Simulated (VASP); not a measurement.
## Te: single point with PBE

Te:

```xyz
1
Lattice="2.3155 1.3369 1.7140 -2.3155 1.3369 1.7140 0.0000 -2.6737 1.7140" Properties=species:S:1:pos:R:3 pbc="T T T"
Te    0.0000    0.0000    2.5709
```

| Item | Value |
| --- | --- |
| Program | VASP 6.6.1 |
| Task | single point |
| Functional | PBE |
| Potentials or basis | VASP PAW PBE potentials, release 64 (Te) |
| Cutoff | 520 eV |
| k mesh | 15 × 15 × 15 |
| Occupations | gaussian, width 0.15 eV |
| Spin | no spin polarisation |
| Dipole correction | no |
| Further INCAR settings | ALGO = Normal; EDIFF = 1e-07; NBANDS = 9 |

The pressure is 1.1 GPa and the band gap on the k mesh is zero (bands 3 and 4 overlap by 4.87 eV).

Stress tensor (GPa, compression positive):
```
0.96 0.00 0.00
0.00 0.96 0.00
0.00 0.00 1.35
```

Levels at points of the mesh, in eV from the Fermi level:
| k point | band 1 | band 2 | band 3 | band 4 | band 5 | band 6 | band 7 | band 8 |
| --- | --- | --- | --- | --- | --- | --- | --- | --- |
| (0.00, 0.00, 0.00) | -13.76 | 1.00 | 1.44 | 1.44 | 6.12 | 6.12 | 6.67 | 16.90 |

It took 38 s on 1 thread of AMD EPYC 7R13 (shared host), peak memory 0.18 GiB.

Caveat: spin-orbit coupling is left out, which moves the levels of the heavy elements.
